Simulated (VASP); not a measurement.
# SiC (Imm2) in VASP: a series of runs

The runs below take SiC through single point, with r2SCAN.

All numbers are computed with VASP 6.6.1; they aren't measurements. Logs are shortened: lines on timing, memory, paths and dates and some standing lists are left out, and cuts for length are marked.

## (1) The cell of the first run

The structure is orthorhombic, space group Imm2 (No. 44). Conventional cell: a = 3.057 Å, b = 3.103 Å, c = 4.356 Å, α = 90.00°, β = 90.00°, γ = 90.00°. Si (site symmetry mm2) has 4 C at 1.88 to 1.90 Å within 2.5 Å. C (site symmetry mm2) has 4 Si at 1.88 to 1.90 Å within 2.5 Å.

## (2) Single point, r2SCAN (strain +0.0150 x Voigt [0, 0, 0, 0, 1, 0])

POSCAR

```
SiC
1.0
    0.0163360874      2.1781449820      2.1781449820
    2.1944810694      0.0000000000      2.1944810694
    2.1781449820      2.1781449820      0.0163360874
Si C
1 1
Direct
    0.0000000000      0.0000000000      0.0000000000
    0.7500000000      0.7500000000      0.7500000000
```

INCAR.step1

```
SYSTEM = SiC
PREC = Accurate
ENCUT = 520
ISMEAR = 0
SIGMA = 0.05
LREAL = .False.
LASPH = .True.
NELM = 100
NBANDS = 11
GGA = PE
ALGO = Normal
EDIFF = 1E-4
LWAVE = .True.
LCHARG = .False.
```

INCAR.step2

```
SYSTEM = SiC
PREC = Accurate
ENCUT = 520
EDIFF = 1E-7
ISMEAR = 0
SIGMA = 0.05
LREAL = .False.
LASPH = .True.
NELM = 100
ALGO = Normal
ISIF = 2
LWAVE = .False.
LCHARG = .False.
METAGGA = R2SCAN
LMIXTAU = .True.
NBANDS = 11
ISTART = 1
```

KPOINTS

```
regular mesh
0
Gamma
  10 10 10
  0 0 0
```

Potentials or basis: VASP PAW PBE potentials, release 64 (Si, C).

Command:

```sh
> cat potpaw_PBE.64/Si/POTCAR potpaw_PBE.64/C/POTCAR > POTCAR
> cp INCAR.step1 INCAR
> mpirun -np 1 vasp_std > vasp.out
> cp INCAR.step2 INCAR
> mpirun -np 1 vasp_std > vasp.out
```

OUTCAR:

```text
SYSTEM = SiC
   PREC = Accurate
   ENCUT = 520
   EDIFF = 1E-7
   ISMEAR = 0
   LREAL = .False.
   LASPH = .True.
   NELM = 100
   ISIF = 2
   METAGGA = R2SCAN
   ISTART = 1

 ion  position               nearest neighbor table
   1  0.000  0.000  0.000-   2 1.88   2 1.88   2 1.90   2 1.90
   2  0.750  0.750  0.750-   1 1.88   1 1.88   1 1.90   1 1.90

  LATTYP: Found a body centered orthorhombic cell.
 ALAT       =     3.0572594580
 B/A-ratio  =     1.0151133502
 C/A-ratio  =     1.4249003148

  Lattice vectors:

 A1 = (   0.0163360874,  -2.1781449820,   2.1781449820)
 A2 = (  -0.0163360874,  -2.1781449820,  -2.1781449820)
 A3 = (   2.1781449820,   2.1781449820,   0.0163360874)

Analysis of symmetry for initial positions (statically):
=====================================================================
 Subroutine PRICEL returns:
 Original cell was already a primitive cell.

 Routine SETGRP: Setting up the symmetry group for a
 body centered orthorhombic supercell.

 Subroutine GETGRP returns: Found  4 space group operations
 (whereof  4 operations were pure point group operations)
 out of a pool of  8 trial point group operations.

The static configuration has the point symmetry C_2v.

Analysis of symmetry for dynamics (positions and initial velocities):
=====================================================================
 Subroutine PRICEL returns:
 Original cell was already a primitive cell.

 Routine SETGRP: Setting up the symmetry group for a
 body centered orthorhombic supercell.

 Subroutine GETGRP returns: Found  4 space group operations
 (whereof  4 operations were pure point group operations)
 out of a pool of  8 trial point group operations.

The dynamic configuration has the point symmetry C_2v.

 Subroutine INISYM returns: Found  4 space group operations
 (whereof  4 operations are pure point group operations),
 and found     1 'primitive' translations

----------------------------------------------------------------------------------------

                                     Primitive cell

  volume of cell :      20.6665

  direct lattice vectors                    reciprocal lattice vectors
     0.016336087  2.178144982  2.178144982    -0.231287789  0.229553131  0.231287789
     2.194481069  0.000000000  2.194481069     0.227844299 -0.229553131  0.227844299
     2.178144982  2.178144982  0.016336087     0.231287789  0.229553131 -0.231287789

  length of vectors
     3.080405492  3.103464891  3.080405492     0.399603207  0.395626956  0.399603207

  position of ions in fractional coordinates (direct lattice)
     0.000000000  0.000000000  0.000000000
     0.750000000  0.750000000  0.750000000

  ion indices of the primitive-cell ions
   primitive index   ion index
                 1           1
                 2           2

----------------------------------------------------------------------------------------

 KPOINTS: regular mesh

Automatic generation of k-mesh.
 Grid dimensions read from file:
 generate k-points for:   10   10   10

 Generating k-lattice:

  Cartesian coordinates                     Fractional coordinates (reciprocal lattice)
    -0.023128779  0.022955313  0.023128779     0.100000000  0.000000000 -0.000000000
     0.022784430 -0.022955313  0.022784430     0.000000000  0.100000000  0.000000000
     0.023128779  0.022955313 -0.023128779     0.000000000  0.000000000  0.100000000

  Length of vectors
     0.039960321  0.039562696  0.039960321

  Shift w.r.t. Gamma in fractional coordinates (k-lattice)
     0.000000000  0.000000000  0.000000000

 Subroutine IBZKPT returns following result:
 ===========================================

 Found    171 irreducible k-points:

 Following reciprocal coordinates:
            Coordinates               Weight
  0.000000  0.000000  0.000000      1.000000
  0.100000  0.000000  0.000000      4.000000
  0.200000  0.000000  0.000000      4.000000
  0.300000  0.000000 -0.000000      4.000000
  0.400000  0.000000 -0.000000      4.000000
  0.500000  0.000000 -0.000000      2.000000
[... 16 lines left out ...]
 -0.400000  0.200000  0.000000      8.000000
 -0.300000  0.200000 -0.000000      8.000000
 [... further k-points ...]
   k-points           NKPTS =    171   k-points in BZ     NKDIM =    171   number of bands    NBANDS=     11
   number of dos      NEDOS =    301   number of ions     NIONS =      2
   total plane-waves  NPLWV =  13824
   dimension x,y,z NGX =    24 NGY =   24 NGZ =   24
   dimension x,y,z NGXF=    48 NGYF=   48 NGZF=   48
   ions per type =               1   1
   NGX,Y,Z   is equivalent  to a cutoff of  12.95, 12.86, 12.95 a.u.
   NGXF,Y,Z  is equivalent  to a cutoff of  25.91, 25.71, 25.91 a.u.
 SYSTEM =  SiC
   PREC   = accura    normal or accurate (medium, high low for compatibility)
   ISTART =      1    job   : 0-new  1-cont  2-samecut
   ICHARG =      0    charge: 1-file 2-atom 10-const
   ISPIN  =      1    spin polarized calculation?
   LNONCOLLINEAR =      F non collinear calculations
   LSORBIT =      F    spin-orbit coupling
   LASPH  =      T    aspherical Exc in radial PAW
   ENCUT  =  520.0 eV  38.22 Ry    6.18 a.u.   5.73  5.77  5.73*2*pi/ulx,y,z
   NELM   =    100;   NELMIN=  2; NELMDL=  0     # of ELM steps
   EDIFF  = 0.1E-06   stopping-criterion for ELM
   LREAL  =      F    real-space projection
   EDIFFG = 0.1E-05   stopping-criterion for IOM
   NSW    =      0    number of steps for IOM
   IBRION =     -1    ionic relax: 0-MD 1-quasi-New 2-CG
   NFREE  =      0    steps in history (QN), initial steepest desc. (CG)
   ISIF   =      2    stress and relaxation
   ISYM   =      2    0-nonsym 1-usesym 2-fastsym
   POTIM  = 0.5000    time-step for ionic-motion
   TEBEG  =    0.0;   TEEND  =   0.0 temperature during run
   PSTRESS=    0.0 pullay stress
   NELECT =       8.0000    total number of electrons
   NUPDOWN=      -1.0000    fix difference up-down
   EMIN   =  10.00;   EMAX   =-10.00  energy-range for DOS
   EFERMI =   0.00;   METHOD = LEGACY
   ISMEAR =     0;   SIGMA  =   0.05  broadening in eV -4-tet -1-fermi 0-gaus
   EFERMI_NEDOS =   21; number of points for ismear=-14 and -15
   IALGO  =     38    algorithm
   IMIX   =      4    mixing-type and parameters
     AMIX     =   0.40;   BMIX     =  1.00
     AMIX_MAG =   1.60;   BMIX_MAG =  1.00
  volume/ion in A,a.u.               =      10.33        69.73
  Fermi-wavevector in a.u.,A,eV,Ry     =   1.193117  2.254663 19.368261  1.423527
  Thomas-Fermi vector in A             =   2.329139
   LORBIT       =      0    0 simple, 1 ext, 2 COOP (PROOUT), +10 PAW based schemes
   METAGGA = R2SCAN    functional components
   LHFCALC =     F    Hartree Fock is set to
   AEXX    =    0.0000 exact exchange contribution
   IVDW    =     0    specifies the selected vdW correction
   LEPSILON=     F    determine dielectric tensor
   LRPA    =     F    only Hartree local field effects (RPA)
 non-spin polarized calculation
 Gauss-broadening in eV      SIGMA  =   0.05
  energy-cutoff  :      520.00
  volume of cell :       20.67
 maximum number of plane-waves:       568
   NGX = 11   NGY = 11   NGZ = 11

 number of electron       8.0000001 magnetization

 Free energy of the ion-electron system (eV)
  ---------------------------------------------------
  ext. energy  EPLUGINS =         0.00000000
  ---------------------------------------------------
  free energy    TOTEN  =       -19.32282004 eV

  energy without entropy =      -19.32282004  energy(sigma->0) =      -19.32282004

 E-fermi :   8.3335     XC(G=0): -11.9399

 val. band max:        8.0407136906   @ k =   0.0000   0.0000   0.0000
 cond. band min:       9.7110026669   @ k =   0.5000   0.0000   0.5000
 fundamental gap:      1.6702889762
 Fermi energy:         8.3335483413

 k-point     1 :       0.0000    0.0000    0.0000
  band No.  band energies     occupation
      1      -8.1938      2.00000
      2       7.9527      2.00000
      3       7.9939      2.00000
      4       8.0407      2.00000
      5      14.7842      0.00000
      6      15.6752      0.00000
      7      15.9176      0.00000
      8      16.0359      0.00000
      9      23.2117      0.00000
     10      23.2164      0.00000
     11      25.7765      0.00000

 k-point     2 :       0.1000    0.0000    0.0000
  band No.  band energies     occupation
      1      -7.9889      2.00000
      2       6.9924      2.00000
      3       7.8105      2.00000
      4       7.8629      2.00000
      5      14.9636      0.00000
      6      15.9461      0.00000
      7      16.1935      0.00000
      8      16.3956      0.00000
      9      22.2173      0.00000
     10      22.2760      0.00000
     11      25.3871      0.00000

 k-point     3 :       0.2000    0.0000    0.0000
  band No.  band energies     occupation
      1      -7.3838      2.00000
      2       4.7941      2.00000
      3       7.4853      2.00000
      4       7.5246      2.00000
      5      14.6752      0.00000
      6      16.3537      0.00000
      7      16.5567      0.00000
      8      17.6542      0.00000
      9      21.4900      0.00000
     10      21.6387      0.00000
     11      24.4258      0.00000

 k-point     4 :       0.3000    0.0000   -0.0000
  band No.  band energies     occupation
      1      -6.4192      2.00000
      2       2.3815      2.00000
      3       7.1519      2.00000
      4       7.1760      2.00000
      5      14.2590      0.00000
      6      16.2058      0.00000
      7      16.3770      0.00000
      8      18.6504      0.00000
      9      22.3713      0.00000
     10      22.6014      0.00000
     11      24.1907      0.00000
[... 239 lines left out ...]
 k-point    22 :       0.5000    0.2000   -0.0000
  band No.  band energies     occupation
      1      -4.2739      2.00000
      2       0.2366      2.00000
      3       4.5754      2.00000
      4       5.9055      2.00000
      5      12.8360      0.00000
      6      16.8411      0.00000
      7      18.0977      0.00000
      8      18.9869      0.00000
      9      22.9281      0.00000
     10      26.6061      0.00000
     11      28.1291      0.00000

 k-point    23 :      -0.4000    0.2000    0.0000
  band No.  band energies     occupation
      1      -4.0534      2.00000
      2      -0.0496      2.00000
      3       4.0944      2.00000
      4       6.2363      2.00000
      5      13.2855      0.00000
      6      16.8488      0.00000
      7      17.6379      0.00000
      8      20.0795      0.00000
      9      23.2422      0.00000
     10      24.0215      0.00000
     11      27.9777      0.00000

 k-point    24 :      -0.3000    0.2000   -0.0000
  band No.  band energies     occupation
      1      -5.0280      2.00000
      2       1.3589      2.00000
      3       4.0045      2.00000
      4       6.7563      2.00000
      5      14.1108      0.00000
      6      16.8430      0.00000
      7      17.3700      0.00000
      8      19.1849      0.00000
      9      21.5450      0.00000
     10      24.5190      0.00000
     11      28.1775      0.00000

 [... further k-points ...]
[... 5 lines left out ...]
  --------------------------------------------------------------------------------------
  -------------------------------------------------------------------------------------
  Total       -0.0119901     -0.0188429     -0.0119901     -0.0000000      0.0000000     -0.5522441
  in kB       -0.9295405     -1.4608065     -0.9295405     -0.0000000      0.0000000    -42.8130116
  external PRESSURE =      -1.1066291 kB  Pullay stress =       0.0000000 kB

 VOLUME and BASIS-vectors are now :
 -----------------------------------------------------------------------------
  energy-cutoff  :      520.00
  volume of cell :       20.67
      direct lattice vectors                 reciprocal lattice vectors
     0.016336087  2.178144982  2.178144982    -0.231287789  0.229553131  0.231287789
     2.194481069  0.000000000  2.194481069     0.227844299 -0.229553131  0.227844299
     2.178144982  2.178144982  0.016336087     0.231287789  0.229553131 -0.231287789

 POSITION                                       TOTAL-FORCE (eV/Angst)
 -----------------------------------------------------------------------------------
      0.00000      0.00000      0.00000         0.000000     -0.113823      0.000000
      3.29172      3.26722      3.29172        -0.000000      0.113823     -0.000000
 -----------------------------------------------------------------------------------
    total drift:                                0.000001     -0.000072      0.000001

  FREE ENERGIE OF THE ION-ELECTRON SYSTEM (eV)
  ---------------------------------------------------
  free  energy   TOTEN  =       -19.3228200411 eV

  energy  without entropy=      -19.3228200411  energy(sigma->0) =      -19.32282004
```

Wall time 51 s (1 thread of Intel Xeon 6975P-C (Granite Rapids), shared host); peak memory 0.16 GiB.

Results:

```yaml
Free_energy: -19.3228 eV
Pressure: -0.1 GPa
Largest_force: 0.114 eV/Å
Band_gap_on_the_k_mesh: 1.67 eV, indirect (least direct gap 4.93 eV)
```

Forces on the atoms (eV/Å):
```
Si   0.000 -0.114  0.000
C    0.000  0.114  0.000
```

Caveat: the cell differs from its parent crystal (strain +0.0150 x Voigt [0, 0, 0, 0, 1, 0]); the PAW data sets were made with another functional, which shifts forces and pressure a little. A k mesh can miss the band edges.

## (3) Single point, r2SCAN (strain +0.0375 x Voigt [0, 0, 0, 0, 1, 0])

POSCAR

```
SiC
1.0
    0.0408402184      2.1781449820      2.1781449820
    2.2189852004      0.0000000000      2.2189852004
    2.1781449820      2.1781449820      0.0408402184
Si C
1 1
Direct
    0.0000000000      0.0000000000      0.0000000000
    0.7500000000      0.7500000000      0.7500000000
```

INCAR.step1

```
SYSTEM = SiC
PREC = Accurate ; ENCUT = 520
ISMEAR = 0 ; SIGMA = 0.05
LREAL = .False. ; LASPH = .True.
NELM = 100 ; NBANDS = 11
GGA = PE ; ALGO = Normal
EDIFF = 1E-4 ; LWAVE = .True.
LCHARG = .False.
```

INCAR.step2

```
SYSTEM = SiC
PREC = Accurate ; ENCUT = 520
EDIFF = 1E-6 ; ISMEAR = 0
SIGMA = 0.05 ; LREAL = .False.
LASPH = .True. ; NELM = 100
ALGO = Normal ; ISIF = 2
LWAVE = .False. ; LCHARG = .False.
METAGGA = R2SCAN ; LMIXTAU = .True.
NBANDS = 11 ; ISTART = 1
```

KPOINTS

```
Automatic mesh
0
Gamma
  10 10 10
  0 0 0
```

Potentials or basis: VASP PAW PBE potentials, release 64 (Si, C).

Command:

```sh
> cat potpaw_PBE.64/Si/POTCAR potpaw_PBE.64/C/POTCAR > POTCAR
> cp INCAR.step1 INCAR
> mpirun -np 1 vasp_std > vasp.out
> cp INCAR.step2 INCAR
> mpirun -np 1 vasp_std > vasp.out
```

It took 39 s on 1 thread of Intel Xeon 6975P-C (Granite Rapids), shared host; peak memory 0.16 GiB.

It converged, with:

```yaml
Free_energy: -19.3011 eV
Pressure: 0.2 GPa
Largest_force: 0.286 eV/Å
Band_gap_on_the_k_mesh: 1.55 eV, indirect (least direct gap 4.70 eV)
```

Forces on the atoms (eV/Å):
```
Si   0.000 -0.286  0.000
C    0.000  0.286  0.000
```

Stress tensor (GPa, compression positive):
```
  0.36   0.00 -10.72
  0.00   0.03   0.00
-10.72   0.00   0.36
```

Levels at points of the mesh, in eV from the valence-band top:
| k point | band 1 | band 2 | band 3 | band 4 | band 5 | band 6 | band 7 | band 8 | band 9 |
| --- | --- | --- | --- | --- | --- | --- | --- | --- | --- |
| (0.00, 0.00, 0.00) | -16.31 | -0.22 | -0.13 | 0.00 | 6.43 | 7.30 | 8.07 | 8.21 | 15.10 |
| (0.50, 0.00, 0.00) | -12.53 | -8.91 | -1.33 | -1.32 | 5.59 | 7.28 | 7.70 | 10.75 | 17.28 |
| (0.00, 0.50, 0.00) | -12.83 | -8.97 | -1.13 | -1.09 | 6.14 | 7.62 | 8.03 | 10.94 | 17.14 |
| (0.50, 0.50, 0.00) | -11.21 | -8.17 | -3.45 | -3.45 | 1.61 | 4.72 | 14.81 | 15.01 | 16.08 |
| (0.50, 0.00, 0.50) | -11.23 | -8.17 | -3.74 | -3.14 | 1.55 | 4.79 | 14.98 | 15.11 | 15.88 |

Caveat: the cell differs from its parent crystal (strain +0.0375 x Voigt [0, 0, 0, 0, 1, 0]); the PAW data sets were made with another functional, which shifts forces and pressure a little. A k mesh can miss the band edges.
